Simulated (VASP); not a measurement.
Write the native input for VASP 6.6.1 that does the following.

| Property | Result |
| --- | --- |
| Task | single point |
| Functional | r2SCAN |
| Potentials or basis | VASP PAW PBE potentials, release 64 (K_sv, Br) |
| Cutoff | 520 eV |
| k mesh | 4 × 4 × 4 |
| Occupations | gaussian, width 0.01 eV |
| Spin | no spin polarisation |
| Dipole correction | no |
| Further INCAR settings | ALGO = Normal; EDIFF = 1e-07; NBANDS = 15 |

Crystal: KBr.

```xyz
2
Lattice="0.0000 3.3022 3.3022 3.3022 0.0000 3.3022 3.3022 3.3022 0.0000" Properties=species:S:1:pos:R:3 pbc="T T T"
K     0.0000    0.0000    0.0000
Br    3.3022    3.3022    3.3022
```

One way to write it, as run:

POSCAR

```
KBr
1.0
    0.0000000000      3.3022478268      3.3022478268
    3.3022478268      0.0000000000      3.3022478268
    3.3022478268      3.3022478268      0.0000000000
K Br
1 1
Direct
    0.0000000000      0.0000000000      0.0000000000
    0.5000000000      0.5000000000      0.5000000000
```

INCAR.step1

```
PREC = Accurate
ENCUT = 520
ISMEAR = 0
SIGMA = 0.01
LREAL = F
LASPH = T
NELM = 80
NBANDS = 15
GGA = PE
ALGO = Normal
EDIFF = 1E-4
LWAVE = T
LCHARG = F
```

INCAR.step2

```
PREC = Accurate
ENCUT = 520
EDIFF = 1E-7
ISMEAR = 0
SIGMA = 0.01
LREAL = F
LASPH = T
NELM = 80
ALGO = Normal
ISIF = 2
LWAVE = F
LCHARG = T
METAGGA = R2SCAN
LMIXTAU = T
LELF = T
LVHAR = T
NBANDS = 15
ISTART = 1
```

KPOINTS

```
regular mesh
0
Gamma
  4 4 4
```

Potentials or basis: VASP PAW PBE potentials, release 64 (K_sv, Br).

The run is started by

```console
$ cat potpaw_PBE.64/K_sv/POTCAR potpaw_PBE.64/Br/POTCAR > POTCAR
$ cp INCAR.step1 INCAR
$ mpirun -np 1 vasp_std > vasp.out
$ cp INCAR.step2 INCAR
$ mpirun -np 1 vasp_std > vasp.out
```

It gave:

The pressure is 0.0 GPa and the band gap on the k mesh is 5.07 eV, direct.

Caveat: the PAW data sets were made with another functional, which shifts forces and pressure a little.

It took 27 s on 1 thread of Intel(R) Xeon(R) 6975P-C (Granite Rapids), on a shared host, peak memory 0.21 GiB.
